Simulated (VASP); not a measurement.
Set up this calculation in VASP 6.6.1, as the native input.

| Quantity | Value |
| --- | --- |
| Task | single point |
| Functional | PBEsol |
| Potentials or basis | VASP PAW PBE potentials, release 64 (Ti_sv, O) |
| Cutoff | 520 eV |
| k mesh | 18 × 18 × 16 |
| Occupations | gaussian, width 0.15 eV |
| Spin | no spin polarisation |
| Dipole correction | no |
| Further INCAR settings | ALGO = Normal; EDIFF = 1e-07; NBANDS = 16 |

The structure of TiO lies in POSCAR:

```
TiO
1.0
    2.6492000000      0.0000000000      0.0000000000
   -1.3246000000      2.2942744997      0.0000000000
    0.0000000000      0.0000000000      3.1290000000
Ti O
1 1
Direct
    0.6666666667      0.3333333333      0.0000000000
    0.0000000000      0.0000000000      0.5000000000
```

The input as run:

INCAR

```
SYSTEM = TiO
ALGO = Normal
EDIFF = 1E-7
ENCUT = 520
GGA = PS
ISIF = 2
ISMEAR = 0
LASPH = .True.
LCHARG = .True.
LELF = .True.
LREAL = .False.
LVHAR = .True.
LWAVE = .False.
NBANDS = 16
NELM = 60
PREC = Accurate
SIGMA = 0.15
```

KPOINTS

```
k-points
0
Gamma
  18 18 16
  0 0 0
```

Potentials or basis: VASP PAW PBE potentials, release 64 (Ti_sv, O).

The run is started by

```console
$ cat potpaw_PBE.64/Ti_sv/POTCAR potpaw_PBE.64/O/POTCAR > POTCAR
$ mpirun -np 1 vasp_std > vasp.out
```

It gave:

```
Pressure : -3.1 GPa
```

Caveat: the PAW data sets were made with another functional, which shifts forces and pressure a little.

Wall time 3.6 min on 1 thread of AMD EPYC 7R13, on a shared host, peak memory 0.18 GiB.
